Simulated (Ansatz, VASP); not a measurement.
## MgB2 in VASP and in Ansatz

The input INCAR:

```
  PREC = Accurate
  ENCUT = 520
  EDIFF = 1E-6
  ISMEAR = -1
  SIGMA = 0.05
  LREAL = False
  LASPH = True
  NELM = 60
  ALGO = Normal
  ISIF = 2
  LWAVE = False
  LCHARG = False
  GGA = CA
  NBANDS = 11
```

The input KPOINTS:

```
regular mesh
0
Gamma
  10 10 8
```

File POSCAR:

```
MgB2
1.0
    3.1455055572      0.0000000000      0.0000000000
   -1.5727527786      2.7240877203      0.0000000000
    0.0000000000      0.0000000000      3.5920959734
Mg B
1 2
Direct
    0.0000000000      0.0000000000      0.0000000000
    0.6666666667      0.3333333333      0.5000000000
    0.3333333333      0.6666666667      0.5000000000
```

input.yaml

```yaml
crystal:
  lattice:
    - [3.1455055572, 0.0, 0.0]
    - [-1.5727527786, 2.7240877203, 0.0]
    - [0.0, 0.0, 3.5920959734]
  atoms:
    - { symbol: Mg, position: [0.0, 0.0, 0.0] }
    - { symbol: B, position: [0.6666666667, 0.3333333333, 0.5] }
    - { symbol: B, position: [0.3333333333, 0.6666666667, 0.5] }
kpoints:
  mp_grid: { grid: [10, 10, 8] }
scf:
  occupations: { method: fermi_dirac, width: 0.05 }
hamiltonian:
  xc: lda
  pseudopotentials: { kind: all_electron, lapw: { basis_error: 0.002 } }
output:
  forces: true
  stress: true
  eigenvalues: true
```

Change from the starting cell: volume scaled by 1.06.

Alike in both runs: task single point; functional LDA; k mesh 10 × 10 × 8; occupations fermi-dirac, width 0.05 eV; no spin polarisation.

|  | VASP | Ansatz |
| --- | --- | --- |
| version | VASP 6.6.1 | Ansatz 0.2.0 |
| potentials or method | VASP PAW LDA potentials, release 64 (Mg, B), cutoff 520 eV | all-electron LAPW, scalar-relativistic |

```tsv
	VASP	Ansatz	Ansatz less VASP
gap on the k mesh at the Fermi level (eV)	none	none	-
pressure (GPa)	-15.1	-14.6	+0.57
traceless stress, the component that is largest in VASP (GPa)	2.44	2.57	+0.122
```

LDA's correlation is that of Perdew and Zunger in VASP and of Perdew and Wang (1992) in Ansatz. A gap of «none» marks a metal or a gap that the smearing closes. Ansatz ran all-electron here, and VASP with PAW potentials.
